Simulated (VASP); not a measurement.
# SiO2 (P4_2/mnm) in VASP: further runs

The runs below take SiO2 through single point, with PBE.

Everything below comes from runs of VASP 6.6.1. Logs are shortened: lines on timing, memory, paths and dates and some standing lists are left out, and cuts for length are marked.

### 1 The cell of the first run

It takes space group P4_2/mnm (No. 136, tetragonal). Conventional cell: a = 4.236 Å, b = 4.236 Å, c = 2.448 Å, α = 90.00°, β = 90.00°, γ = 90.00°. Within 2.2 Å of Si (site symmetry mmm) lie 6 O at 1.68 to 1.84 Å. Within 2.2 Å of O (site symmetry m2m) lie 3 Si at 1.68 to 1.84 Å.

### 2 Single point, PBE

INCAR

```
ALGO = Normal ; EDIFF = 1E-6
ENCUT = 520 ; GGA = PE
ISIF = 2 ; ISMEAR = 0
LASPH = True ; LCHARG = False
LREAL = False ; LWAVE = False
NBANDS = 25 ; NELM = 80
PREC = Accurate ; SIGMA = 0.05
```

KPOINTS

```
k-points
0
Gamma
  6 6 8
```

POSCAR

```
SiO2
1.0
    4.2358788249      0.0000000000      0.0000000000
    0.0000000000      4.2358788249      0.0000000000
    0.0000000000      0.0000000000      2.4477000000
Si O
2 4
Direct
    0.5000000000      0.5000000000      0.5000000000
    0.0000000000      0.0000000000      0.0000000000
    0.6930127928      0.6930127928      0.0000000000
    0.1930127928      0.8069872072      0.5000000000
    0.3069872072      0.3069872072      0.0000000000
    0.8069872072      0.1930127928      0.5000000000
```

Potentials or basis: VASP PAW PBE potentials, release 64 (Si, O).

Started as:

```sh
$ cat potpaw_PBE.64/Si/POTCAR potpaw_PBE.64/O/POTCAR > POTCAR
$ mpirun -np 1 vasp_std > vasp.out
```

OUTCAR:

```text
EDIFF = 1E-6
   ENCUT = 520
   GGA = PE
   ISIF = 2
   ISMEAR = 0
   LASPH = True
   LREAL = False
   NELM = 80
   PREC = Accurate

 ion  position               nearest neighbor table
   1  0.500  0.500  0.500-   3 1.68   5 1.68   3 1.68   5 1.68   4 1.84   6 1.84
   2  0.000  0.000  0.000-   4 1.68   6 1.68   4 1.68   6 1.68   5 1.84   3 1.84
   3  0.693  0.693  0.000-   1 1.68   1 1.68   2 1.84
   4  0.193  0.807  0.500-   2 1.68   2 1.68   1 1.84
   5  0.307  0.307  0.000-   1 1.68   1 1.68   2 1.84
   6  0.807  0.193  0.500-   2 1.68   2 1.68   1 1.84

  LATTYP: Found a simple tetragonal cell.
 ALAT       =     4.2358788249
 C/A-ratio  =     0.5778493912

  Lattice vectors:

 A1 = (   4.2358788249,   0.0000000000,   0.0000000000)
 A2 = (   0.0000000000,   4.2358788249,   0.0000000000)
 A3 = (   0.0000000000,   0.0000000000,   2.4477000000)

Analysis of symmetry for initial positions (statically):
=====================================================================
 Subroutine PRICEL returns:
 Original cell was already a primitive cell.

 Routine SETGRP: Setting up the symmetry group for a
 simple tetragonal supercell.

 Subroutine GETGRP returns: Found 16 space group operations
 (whereof  8 operations were pure point group operations)
 out of a pool of 16 trial point group operations.

The static configuration has the point symmetry D_2h.
 The point group associated with its full space group is D_4h.

Analysis of symmetry for dynamics (positions and initial velocities):
=====================================================================
 Subroutine PRICEL returns:
 Original cell was already a primitive cell.

 Routine SETGRP: Setting up the symmetry group for a
 simple tetragonal supercell.

 Subroutine GETGRP returns: Found 16 space group operations
 (whereof  8 operations were pure point group operations)
 out of a pool of 16 trial point group operations.

The dynamic configuration has the point symmetry D_2h.
 The point group associated with its full space group is D_4h.

 Subroutine INISYM returns: Found 16 space group operations
 (whereof  8 operations are pure point group operations),
 and found     1 'primitive' translations

----------------------------------------------------------------------------------------

                                     Primitive cell

  volume of cell :      43.9183

  direct lattice vectors                    reciprocal lattice vectors
     4.235878825  0.000000000  0.000000000     0.236078519  0.000000000  0.000000000
     0.000000000  4.235878825  0.000000000     0.000000000  0.236078519  0.000000000
     0.000000000  0.000000000  2.447700000     0.000000000  0.000000000  0.408546799

  length of vectors
     4.235878825  4.235878825  2.447700000     0.236078519  0.236078519  0.408546799

  position of ions in fractional coordinates (direct lattice)
     0.500000000  0.500000000  0.500000000
     0.000000000  0.000000000  0.000000000
     0.693012793  0.693012793  0.000000000
     0.193012793  0.806987207  0.500000000
     0.306987207  0.306987207  0.000000000
     0.806987207  0.193012793  0.500000000

  ion indices of the primitive-cell ions
   primitive index   ion index
                 1           1
                 2           2
                 3           3
                 4           4
                 5           5
                 6           6

----------------------------------------------------------------------------------------

 KPOINTS: k-points

Automatic generation of k-mesh.
 Grid dimensions read from file:
 generate k-points for:    6    6    8

 Generating k-lattice:

  Cartesian coordinates                     Fractional coordinates (reciprocal lattice)
     0.039346420  0.000000000  0.000000000     0.166666667  0.000000000  0.000000000
     0.000000000  0.039346420  0.000000000     0.000000000  0.166666667  0.000000000
     0.000000000  0.000000000  0.051068350     0.000000000  0.000000000  0.125000000

  Length of vectors
     0.039346420  0.039346420  0.051068350

  Shift w.r.t. Gamma in fractional coordinates (k-lattice)
     0.000000000  0.000000000  0.000000000

 Subroutine IBZKPT returns following result:
 ===========================================

 Found     50 irreducible k-points:

 Following reciprocal coordinates:
            Coordinates               Weight
  0.000000  0.000000  0.000000      1.000000
  0.166667  0.000000  0.000000      4.000000
  0.333333  0.000000  0.000000      4.000000
  0.500000  0.000000  0.000000      2.000000
  0.166667  0.166667  0.000000      4.000000
  0.333333  0.166667  0.000000      8.000000
[... 16 lines left out ...]
  0.333333  0.000000  0.250000      8.000000
  0.500000  0.000000  0.250000      4.000000
 [... further k-points ...]
   k-points           NKPTS =     50   k-points in BZ     NKDIM =     50   number of bands    NBANDS=     25
   number of dos      NEDOS =    301   number of ions     NIONS =      6
   total plane-waves  NPLWV =  18432
   dimension x,y,z NGX =    32 NGY =   32 NGZ =   18
   dimension x,y,z NGXF=    64 NGYF=   64 NGZF=   36
   ions per type =               2   4
   NGX,Y,Z   is equivalent  to a cutoff of  12.56, 12.56, 12.23 a.u.
   NGXF,Y,Z  is equivalent  to a cutoff of  25.12, 25.12, 24.45 a.u.
 SYSTEM =  unknown system
   PREC   = accura    normal or accurate (medium, high low for compatibility)
   ISTART =      0    job   : 0-new  1-cont  2-samecut
   ICHARG =      2    charge: 1-file 2-atom 10-const
   ISPIN  =      1    spin polarized calculation?
   LNONCOLLINEAR =      F non collinear calculations
   LSORBIT =      F    spin-orbit coupling
   LASPH  =      T    aspherical Exc in radial PAW
   ENCUT  =  520.0 eV  38.22 Ry    6.18 a.u.   7.88  7.88  4.55*2*pi/ulx,y,z
   NELM   =     80;   NELMIN=  2; NELMDL= -5     # of ELM steps
   EDIFF  = 0.1E-05   stopping-criterion for ELM
   LREAL  =      F    real-space projection
   EDIFFG = 0.1E-04   stopping-criterion for IOM
   NSW    =      0    number of steps for IOM
   IBRION =     -1    ionic relax: 0-MD 1-quasi-New 2-CG
   NFREE  =      0    steps in history (QN), initial steepest desc. (CG)
   ISIF   =      2    stress and relaxation
   ISYM   =      2    0-nonsym 1-usesym 2-fastsym
   POTIM  = 0.5000    time-step for ionic-motion
   TEBEG  =    0.0;   TEEND  =   0.0 temperature during run
   PSTRESS=    0.0 pullay stress
   NELECT =      32.0000    total number of electrons
   NUPDOWN=      -1.0000    fix difference up-down
   EMIN   =  10.00;   EMAX   =-10.00  energy-range for DOS
   EFERMI =   0.00;   METHOD = LEGACY
   ISMEAR =     0;   SIGMA  =   0.05  broadening in eV -4-tet -1-fermi 0-gaus
   EFERMI_NEDOS =   21; number of points for ismear=-14 and -15
   IALGO  =     38    algorithm
   IMIX   =      4    mixing-type and parameters
     AMIX     =   0.40;   BMIX     =  1.00
     AMIX_MAG =   1.60;   BMIX_MAG =  1.00
  volume/ion in A,a.u.               =       7.32        49.40
  Fermi-wavevector in a.u.,A,eV,Ry     =   1.473137  2.783825 29.526438  2.170132
  Thomas-Fermi vector in A             =   2.588067
   LORBIT       =      0    0 simple, 1 ext, 2 COOP (PROOUT), +10 PAW based schemes
   GGA     = PE    functional components
   LHFCALC =     F    Hartree Fock is set to
   AEXX    =    0.0000 exact exchange contribution
   IVDW    =     0    specifies the selected vdW correction
   LEPSILON=     F    determine dielectric tensor
   LRPA    =     F    only Hartree local field effects (RPA)
 non-spin polarized calculation
 Gauss-broadening in eV      SIGMA  =   0.05
  energy-cutoff  :      520.00
  volume of cell :       43.92
 maximum number of plane-waves:      1214
 NGX is ok and might be reduce to    32
   NGX = 15   NGY = 15   NGZ =  9

 number of electron      31.9999996 magnetization

 Free energy of the ion-electron system (eV)
  ---------------------------------------------------
  ext. energy  EPLUGINS =         0.00000000
  ---------------------------------------------------
  free energy    TOTEN  =       -45.22437442 eV

  energy without entropy =      -45.22437442  energy(sigma->0) =      -45.22437442

 E-fermi :   9.0240     XC(G=0): -12.5313

 val. band max:        8.7790283823   @ k =   0.0000   0.0000   0.0000
 cond. band min:      15.7067749516   @ k =   0.0000   0.0000   0.0000
 fundamental gap:      6.9277465693
 Fermi energy:         9.0240456624

 k-point     1 :       0.0000    0.0000    0.0000
  band No.  band energies     occupation
      1     -14.3922      2.00000
      2     -10.6995      2.00000
      3     -10.6762      2.00000
      4     -10.6762      2.00000
      5      -2.2764      2.00000
      6       1.6678      2.00000
[... 17 lines left out ...]
     24      23.2975      0.00000
     25      24.8487      0.00000

 k-point     2 :       0.1667    0.0000    0.0000
  band No.  band energies     occupation
      1     -14.2509      2.00000
      2     -11.4730      2.00000
      3     -10.6034      2.00000
      4     -10.1842      2.00000
      5      -2.1585      2.00000
      6       0.9594      2.00000
[... 17 lines left out ...]
     24      23.4461      0.00000
     25      24.7289      0.00000

 k-point     3 :       0.3333    0.0000    0.0000
  band No.  band energies     occupation
      1     -13.8375      2.00000
      2     -12.3603      2.00000
      3     -10.4098      2.00000
      4     -10.0431      2.00000
      5      -1.7734      2.00000
      6      -0.1324      2.00000
[... 17 lines left out ...]
     24      24.0331      0.00000
     25      24.2386      0.00000

 k-point     4 :       0.5000    0.0000    0.0000
  band No.  band energies     occupation
      1     -13.1855      2.00000
      2     -13.1855      2.00000
      3     -10.1756      2.00000
      4     -10.1756      2.00000
      5      -1.0863      2.00000
      6      -1.0863      2.00000
[... 17 lines left out ...]
     24      23.7993      0.00000
     25      24.6684      0.00000

 k-point     5 :       0.1667    0.1667    0.0000
  band No.  band energies     occupation
      1     -14.1136      2.00000
      2     -11.6852      2.00000
      3     -10.7620      2.00000
      4     -10.0518      2.00000
      5      -1.9975      2.00000
      6       1.0200      2.00000
[... 17 lines left out ...]
     24      23.6540      0.00000
     25      24.6899      0.00000

 k-point     6 :       0.3333    0.1667    0.0000
  band No.  band energies     occupation
      1     -13.7140      2.00000
      2     -12.3435      2.00000
      3     -10.6564      2.00000
      4     -10.1030      2.00000
      5      -1.5162      2.00000
      6       0.1951      2.00000
[... 17 lines left out ...]
     24      24.0867      0.00000
     25      24.2618      0.00000
[... 393 lines left out ...]
 k-point    21 :       0.0000    0.0000    0.2500
  band No.  band energies     occupation
      1     -13.4002      2.00000
      2     -10.3771      2.00000
      3     -10.0988      2.00000
      4     -10.0988      2.00000
      5      -1.7807      2.00000
      6       2.0206      2.00000
[... 17 lines left out ...]
     24      23.7859      0.00000
     25      23.8149      0.00000

 k-point    22 :       0.1667    0.0000    0.2500
  band No.  band energies     occupation
      1     -13.2715      2.00000
      2     -10.8734      2.00000
      3     -10.0493      2.00000
      4      -9.8371      2.00000
      5      -1.5573      2.00000
      6       1.4524      2.00000
[... 17 lines left out ...]
     24      23.5961      0.00000
     25      23.8845      0.00000

 k-point    23 :       0.3333    0.0000    0.2500
  band No.  band energies     occupation
      1     -12.8971      2.00000
      2     -11.6021      2.00000
      3      -9.9219      2.00000
      4      -9.7181      2.00000
      5      -0.9848      2.00000
      6       0.5563      2.00000
[... 17 lines left out ...]
     24      23.5127      0.00000
     25      23.7311      0.00000

 k-point    24 :       0.5000    0.0000    0.2500
  band No.  band energies     occupation
      1     -12.3162      2.00000
      2     -12.3162      2.00000
      3      -9.7797      2.00000
      4      -9.7797      2.00000
      5      -0.2524      2.00000
      6      -0.2524      2.00000
[... 17 lines left out ...]
     24      23.3128      0.00000
     25      23.9565      0.00000

 [... further k-points ...]
[... 5 lines left out ...]
  --------------------------------------------------------------------------------------
  -------------------------------------------------------------------------------------
  Total        5.5757775      5.5757775     24.1374563      0.0000000      0.0000000      0.0000000
  in kB      203.4092836    203.4092836    880.5557146      0.0000000      0.0000000      0.0000000
  external PRESSURE =     429.1247606 kB  Pullay stress =       0.0000000 kB

 VOLUME and BASIS-vectors are now :
 -----------------------------------------------------------------------------
  energy-cutoff  :      520.00
  volume of cell :       43.92
      direct lattice vectors                 reciprocal lattice vectors
     4.235878825  0.000000000  0.000000000     0.236078519  0.000000000  0.000000000
     0.000000000  4.235878825  0.000000000     0.000000000  0.236078519  0.000000000
     0.000000000  0.000000000  2.447700000     0.000000000  0.000000000  0.408546799

 POSITION                                       TOTAL-FORCE (eV/Angst)
 -----------------------------------------------------------------------------------
      2.11794      2.11794      1.22385         0.000000      0.000000     -0.000000
      0.00000      0.00000      0.00000         0.000000      0.000000     -0.000000
      2.93552      2.93552      0.00000         0.307488      0.307488     -0.000000
      0.81758      3.41830      1.22385         0.307488     -0.307488     -0.000000
      1.30036      1.30036      0.00000        -0.307488     -0.307488      0.000000
      3.41830      0.81758      1.22385        -0.307488      0.307488     -0.000000
 -----------------------------------------------------------------------------------
    total drift:                                0.000000      0.000000     -0.000000

  FREE ENERGIE OF THE ION-ELECTRON SYSTEM (eV)
  ---------------------------------------------------
  free  energy   TOTEN  =       -45.2243744227 eV

  energy  without entropy=      -45.2243744227  energy(sigma->0) =      -45.22437442
```

Wall time 20 s (1 thread of Intel Xeon Platinum 8488C (Sapphire Rapids), shared host); peak memory 0.16 GiB.

Results:

```
Free energy            : -45.2244 eV
Pressure               : 42.9 GPa
Largest force          : 0.435 eV/Å
Band gap on the k mesh : 6.93 eV, direct
```

Forces on the atoms (eV/Å):
```
Si   0.000  0.000  0.000
Si   0.000  0.000  0.000
O    0.307  0.307  0.000
O    0.307 -0.307  0.000
O   -0.307 -0.307  0.000
O   -0.307  0.307  0.000
```

### 3 Single point, PBE

This run uses another cell than the first one, of 7.34 Å³/atom, 1.003 times its volume.

INCAR

```
ALGO = Normal
EDIFF = 1E-6
ENCUT = 520
GGA = PE
ISIF = 2
ISMEAR = 0
LASPH = True
LCHARG = False
LREAL = False
LWAVE = False
NBANDS = 25
NELM = 100
PREC = Accurate
SIGMA = 0.05
```

KPOINTS is that of step 2.

Changes to POSCAR since step 2:

```diff
@@ -2,5 +2,5 @@
 1.0
-    4.2358788249      0.0000000000      0.0000000000
-    0.0000000000      4.2358788249      0.0000000000
-    0.0000000000      0.0000000000      2.4477000000
+    4.1088000000      0.0000000000      0.0000000000
+    0.0000000000      4.1088000000      0.0000000000
+    0.0000000000      0.0000000000      2.6091000000
 Si O
```

Potentials or basis: VASP PAW PBE potentials, release 64 (Si, O).

Started as:

```sh
$ cat potpaw_PBE.64/Si/POTCAR potpaw_PBE.64/O/POTCAR > POTCAR
$ mpirun -np 1 vasp_std > vasp.out
```

It took 28 s on 1 thread of Intel Xeon Platinum 8488C (Sapphire Rapids), shared host; peak memory 0.16 GiB.

The run converged. Its results:

| Item | Value |
| --- | --- |
| Free energy | -45.8968 eV |
| Pressure | 33.5 GPa |
| Largest force | 0.738 eV/Å |
| Band gap on the k mesh | 6.70 eV, direct |

Forces in eV/Å, atoms in the order of the input:
```
Si   0.000  0.000  0.000
Si   0.000  0.000  0.000
O    0.522  0.522  0.000
O    0.522 -0.522  0.000
O   -0.522 -0.522  0.000
O   -0.522  0.522  0.000
```

Stress tensor (GPa, compression positive):
```
30.53  0.00  0.00
 0.00 30.53  0.00
 0.00  0.00 39.37
```

Levels at points of the mesh, in eV from the valence-band top:
| k point | band 12 | band 13 | band 14 | band 15 | band 16 | band 17 | band 18 | band 19 | band 20 | band 21 |
| --- | --- | --- | --- | --- | --- | --- | --- | --- | --- | --- |
| (0.00, 0.00, 0.00) | -3.28 | -2.59 | -0.90 | -0.90 | 0.00 | 6.70 | 6.98 | 9.10 | 9.10 | 11.40 |
| (0.50, 0.00, 0.00) | -4.10 | -2.81 | -2.81 | -1.14 | -1.14 | 8.52 | 8.52 | 9.64 | 9.64 | 11.42 |
| (0.50, 0.50, 0.00) | -3.42 | -2.72 | -2.72 | -2.47 | -2.47 | 8.12 | 8.12 | 10.66 | 10.66 | 13.69 |
| (0.00, 0.00, 0.50) | -4.78 | -3.30 | -3.30 | -2.90 | -2.90 | 9.89 | 9.89 | 13.25 | 13.25 | 13.30 |
| (0.50, 0.00, 0.50) | -4.20 | -2.42 | -2.42 | -1.89 | -1.89 | 9.43 | 9.43 | 10.46 | 10.46 | 12.51 |
| (0.50, 0.50, 0.50) | -4.63 | -1.90 | -1.90 | -1.66 | -1.66 | 7.97 | 7.97 | 11.39 | 11.39 | 12.03 |

A k mesh can miss the band edges.

### 4 Single point, PBE

This run uses another cell than the first one, of 7.40 Å³/atom, 1.011 times its volume.

INCAR

```
SYSTEM = SiO2
ALGO = Normal
EDIFF = 1E-6
ENCUT = 520
GGA = PE
ISIF = 2
ISMEAR = 0
LASPH = .True.
LCHARG = .False.
LREAL = .False.
LWAVE = .False.
NBANDS = 25
NELM = 60
PREC = Accurate
SIGMA = 0.05
```

KPOINTS

```
k-points
0
Gamma
  6 6 8
  0 0 0
```

Changes to POSCAR since step 3:

```diff
@@ -2,5 +2,5 @@
 1.0
-    4.1088000000      0.0000000000      0.0000000000
-    0.0000000000      4.1088000000      0.0000000000
-    0.0000000000      0.0000000000      2.6091000000
+    4.3312000000      0.0000000000      0.0000000000
+    0.0000000000      4.3312000000      0.0000000000
+    0.0000000000      0.0000000000      2.3670000000
 Si O
```

Started as:

```sh
$ cat potpaw_PBE.64/Si/POTCAR potpaw_PBE.64/O/POTCAR > POTCAR
$ mpirun -np 1 vasp_std > vasp.out
```

It took 20 s on 1 thread of Intel Xeon Platinum 8488C (Sapphire Rapids), shared host; peak memory 0.16 GiB.

The run converged. Its results:

```yaml
Free_energy: -44.4747 eV
Pressure: 44.9 GPa
Largest_force: 0.025 eV/Å
Band_gap_on_the_k_mesh: 6.56 eV, direct
```

Forces on the atoms (eV/Å):
```
Si   0.000  0.000  0.000
Si   0.000  0.000  0.000
O    0.017  0.017  0.000
O    0.017 -0.017  0.000
O   -0.017 -0.017  0.000
O   -0.017  0.017  0.000
```

Stress tensor (GPa, compression positive):
```
  9.86   0.00   0.00
  0.00   9.86   0.00
  0.00   0.00 115.00
```

Levels at points of the mesh, in eV from the valence-band top:
```
           k point  band 14  band 15  band 16  band 17  band 18  band 19
(0.00, 0.00, 0.00)    -0.95    -0.95     0.00     6.56     9.94    10.77
(0.50, 0.00, 0.00)    -1.51    -1.23    -1.23     8.85     8.85    11.17
(0.50, 0.50, 0.00)    -2.27    -1.91    -1.91     9.24     9.24    11.27
(0.00, 0.00, 0.50)    -2.56    -2.45    -2.45     9.68     9.68    12.21
(0.50, 0.00, 0.50)    -2.35    -1.54    -1.54     9.21     9.21     9.34
(0.50, 0.50, 0.50)    -1.91    -1.35    -1.35     7.50     7.50    11.11
```

### 5 Overview

```csv
cell,gap on the mesh (eV),pressure (GPa),largest force (eV/Å)
"a = 4.236, b = 4.236, c = 2.448 Å, 6 atoms",6.93,42.9,0.43
"a = 4.109, b = 4.109, c = 2.609 Å, 6 atoms",6.70,33.5,0.74
"a = 4.331, b = 4.331, c = 2.367 Å, 6 atoms",6.56,44.9,0.02
```

Alike in all rows: task single point; level PBE; potentials or basis VASP PAW PBE potentials, release 64 (Si, O); no spin polarisation; k mesh 6 × 6 × 8; cutoff (eV) 520; smearing gaussian 0.05 eV.

Absolute energies hang on the potentials; compare differences alone.
